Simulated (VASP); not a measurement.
LiH, 2 atoms in the cell. The structure is cubic, space group Fm-3m (No. 225). The conventional cell has a = 4.074 Å, b = 4.074 Å, c = 4.074 Å, α = 90.00°, β = 90.00°, γ = 90.00°. Within 2.7 Å of Li (site symmetry m-3m) lie 6 H at 2.04 Å. Within 2.7 Å of H (site symmetry m-3m) lie 6 Li at 2.04 Å. 

```yaml
Program: VASP 6.6.1
Task: relaxation of cell and atoms
Functional: PBE
Potentials_or_basis: VASP PAW PBE potentials, release 64 (Li_sv, H)
Cutoff: 600 eV
k_mesh: 7 × 7 × 7
Occupations: gaussian, width 0.02 eV
Spin: no spin polarisation
Dipole_correction: no
Further_INCAR_settings: ALGO = Normal; EDIFF = 1e-06; IBRION = 2; EDIFFG = -0.02; NSW = 80; ISIF = 3
```

Potentials or basis: VASP PAW PBE potentials, release 64 (Li_sv, H).

Command:

```console
$ cat potpaw_PBE.64/Li_sv/POTCAR potpaw_PBE.64/H/POTCAR > POTCAR
$ mpirun -np 1 vasp_std > vasp.out
```

Hardware: 1 thread of Intel Xeon 8259CL, on a shared host.

Q: How long does it take, and how much memory?

A: Wall time 7.7 s on 1 thread of Intel Xeon 8259CL (shared host), peak memory 0.13 GiB. Counts: scf iterations 24, k points 20, ion steps 3.
